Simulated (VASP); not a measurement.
**Au: single point with r2SCAN**

Crystal: Au.

```
Au
1.0
    -1.63899    1.63899    1.63899
     1.63899   -1.63899    1.63899
     1.63899    1.63899   -1.63899
Au
1
Direct
  0.00000 0.00000 0.00000
```

This isn't the form of Au at room conditions, which is fcc.

```yaml
Program: VASP 6.6.1
Task: single point
Functional: r2SCAN
Potentials_or_basis: VASP PAW PBE potentials, release 64 (Au)
Cutoff: 550 eV
k_mesh: 8 × 8 × 8
Occupations: gaussian, width 0.1 eV
Spin: no spin polarisation
Dipole_correction: no
Further_INCAR_settings: ALGO = Normal; EDIFF = 1e-06; NBANDS = 12
```

```
Pressure               : 0.1 GPa
Band gap on the k mesh : zero (an odd number of electrons rules out a gap without spin polarisation)
```

Levels at points of the mesh, in eV from the Fermi level:
```
           k point  band 3  band 4  band 5  band 6  band 7  band 8  band 9  band 10
(0.00, 0.00, 0.00)   -5.21   -5.21   -3.33   -3.33   17.19   17.19   17.19    24.43
(0.50, 0.00, 0.00)   -3.48   -3.16   -1.81   -0.55    3.26   12.86   14.04    22.08
(0.50, 0.50, 0.50)   -2.18   -2.18   -2.18    6.39    6.39    6.39    9.51    16.15
```

Run time: 12 s on 1 thread of Intel(R) Xeon(R) 6975P-C (Granite Rapids), with other jobs on the host, peak memory 0.15 GiB.

Caveat: the PAW data sets were made with another functional, which shifts forces and pressure a little; spin-orbit coupling is left out, which moves the levels of the heavy elements.
